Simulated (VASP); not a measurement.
Write the native input for VASP 6.6.1 that does the following.

* Task: single point
* Functional: PBE
* Dispersion: D3(BJ)
* Potentials or basis: VASP PAW PBE potentials, release 64 (Se, In_d)
* Cutoff: 520 eV
* k mesh: 9 × 9 × 1
* Occupations: gaussian, width 0.02 eV
* Spin: no spin polarisation
* Dipole correction: yes
* Further INCAR settings: ALGO = Normal; EDIFF = 1e-07; NBANDS = 27

The structure of InSe lies in POSCAR:

```
InSe
1.0
    4.0940000000      0.0000000000      0.0000000000
   -2.0470000000      3.5455080031      0.0000000000
    0.0000000000      0.0000000000     36.7211901288
Se In
2 2
Direct
    0.0000000000      0.0000000000      0.4314289814
    0.0000000000      0.0000000000      0.5685432738
    0.6666666667      0.3333333333      0.4644126644
    0.6666666667      0.3333333333      0.5355596410
```

These files were run (other wordings do the same):

INCAR

```
  PREC = Accurate
  ENCUT = 520
  EDIFF = 1E-7
  ISMEAR = 0
  SIGMA = 0.02
  LREAL = False
  LASPH = True
  NELM = 60
  ALGO = Normal
  ISIF = 2
  LWAVE = False
  LCHARG = True
  LDIPOL = True
  IDIPOL = 3
  DIPOL = 0.5 0.5 0.500
  GGA = PE
  IVDW = 12
  LELF = True
  LVHAR = True
  LVACPOTAV = True
  NBANDS = 27
```

KPOINTS

```
regular mesh
0
Gamma
  9 9 1
```

Potentials or basis: VASP PAW PBE potentials, release 64 (Se, In_d).

Run with:

```sh
$ cat potpaw_PBE.64/Se/POTCAR potpaw_PBE.64/In_d/POTCAR > POTCAR
$ mpirun -np 1 vasp_std > vasp.out
```

It gave:

| Quantity | Value |
| --- | --- |
| Largest force | 0.988 eV/Å |
| Band gap on the k mesh | 1.29 eV, indirect (least direct gap 1.37 eV) |
| Dispersion energy per atom | -0.223 eV |
| Ionisation potential of the upper face | 5.83 eV |

Caveat: spin-orbit coupling is left out, which moves the levels of the heavy elements.

Run time: 6.1 min on 1 thread of Intel(R) Xeon(R) Platinum 8488C (Sapphire Rapids), on a shared host, peak memory 0.6 GiB.
